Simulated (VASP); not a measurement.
Set up this calculation in VASP 6.6.1, as the native input.

```
Task                   : single point
Functional             : PBE
Potentials or basis    : VASP PAW PBE potentials, release 64 (Ga_d, O)
Cutoff                 : 520 eV
k mesh                 : 6 × 6 × 6
Occupations            : gaussian, width 0.1 eV
Spin                   : collinear spin, ferromagnetic start
Starting moments       : [0.0, 0.0, 0.0, 1.0, 1.0] μB
Dipole correction      : no
Further INCAR settings : ALGO = Normal; EDIFF = 1e-06; NBANDS = 38
```

The structure of Ga3O2 lies in POSCAR:

```
Ga3O2
1.0
    2.2575267200      1.3033836600      4.6470858100
   -2.2575267200      1.3033836600      4.6470858100
    0.0000000000     -2.6067673200      4.6470858100
Ga O
3 2
Direct
    0.5956852400      0.5956852400      0.5956852400
    0.4043147600      0.4043147600      0.4043147600
    0.0000000000      0.0000000000      0.0000000000
    0.2068938000      0.2068938000      0.2068938000
    0.7931062000      0.7931062000      0.7931062000
```

The cell was built from a structure type or drawn by symmetry, and may not be a known phase.

These files were run (other wordings do the same):

INCAR

```
SYSTEM = Ga3O2
PREC = Accurate ; ENCUT = 520
EDIFF = 1E-6 ; ISMEAR = 0
SIGMA = 0.1 ; LREAL = .False.
LASPH = .True. ; NELM = 150
ALGO = Normal ; ISIF = 2
LWAVE = .False. ; LCHARG = .True.
ISPIN = 2 ; MAGMOM = 0 0 0 1 1
LORBIT = 11 ; GGA = PE
LELF = .True. ; LVHAR = .True.
NBANDS = 38
```

KPOINTS

```
Automatic mesh
0
Gamma
  6 6 6
  0 0 0
```

Potentials or basis: VASP PAW PBE potentials, release 64 (Ga_d, O).

The run is started by

```sh
$ cat potpaw_PBE.64/Ga_d/POTCAR potpaw_PBE.64/O/POTCAR > POTCAR
$ mpirun -np 1 vasp_std > vasp.out
```

Results of the run:

| Item | Value |
| --- | --- |
| Pressure | -7.6 GPa |
| Largest force | 1.243 eV/Å |
| Band gap on the k mesh | zero (filled and empty bands overlap) |
| Net moment | 0.97 μB per cell |
| Site moments | Ga +0.01, -0.03 (each value once); O +0.46 μB |
| Valence electrons inside the program's atomic spheres | Ga 11.39, 11.44 (each value once); O 4.73 |

Caveat: the cell stands under tension; forces of over 1 eV/Å act on the atoms, so gaps and moduli don't describe the material at rest.

It took 4.6 min on 1 thread of Intel(R) Xeon(R) Platinum 8259CL CPU @ 2.50GHz (Skylake/Cascade Lake), with other jobs on the host, peak memory 0.36 GiB.
